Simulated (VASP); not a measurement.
A run of VASP 6.6.1 is set up as follows.

INCAR

```
PREC = Accurate
ENCUT = 600
EDIFF = 1E-7
ISMEAR = 0
SIGMA = 0.1
LREAL = F
LASPH = T
NELM = 60
ALGO = Normal
ISIF = 3
LWAVE = F
LCHARG = F
GGA = PE
IVDW = 12
IBRION = 2
NSW = 100
EDIFFG = -0.05
```

File KPOINTS:

```
regular mesh
0
Gamma
  6 6 4
```

POSCAR

```
PtSe2
1.0
    3.7240006046      0.0000000000      0.0000000000
   -1.8620003023      3.2250791273      0.0000000000
    0.0000000000      0.0000000000      5.0620000000
Pt Se
1 2
Direct
    0.0000000000      0.0000000000      0.0000000000
    0.3333333333      0.6666666667      0.2500000000
    0.6666666667      0.3333333333      0.7500000000
```

Potentials or basis: VASP PAW PBE potentials, release 64 (Pt, Se).

Command:

```bash
$ cat potpaw_PBE.64/Pt/POTCAR potpaw_PBE.64/Se/POTCAR > POTCAR
$ mpirun -np 1 vasp_std > vasp.out
```

(1) What does it give for the dispersion energy per atom?

(2) Estimate the relaxed cell.

(3) What does it give for the relaxed volume?

Results:

(1) -0.490 eV.

(2) a = 3.765 Å, b = 3.765 Å, c = 4.834 Å, α = 90.00°, β = 90.00°, γ = 120.00°.

(3) 19.79 Å³/atom.

Caveat: pairwise dispersion overbinds metals, which lowers pressure and volume.
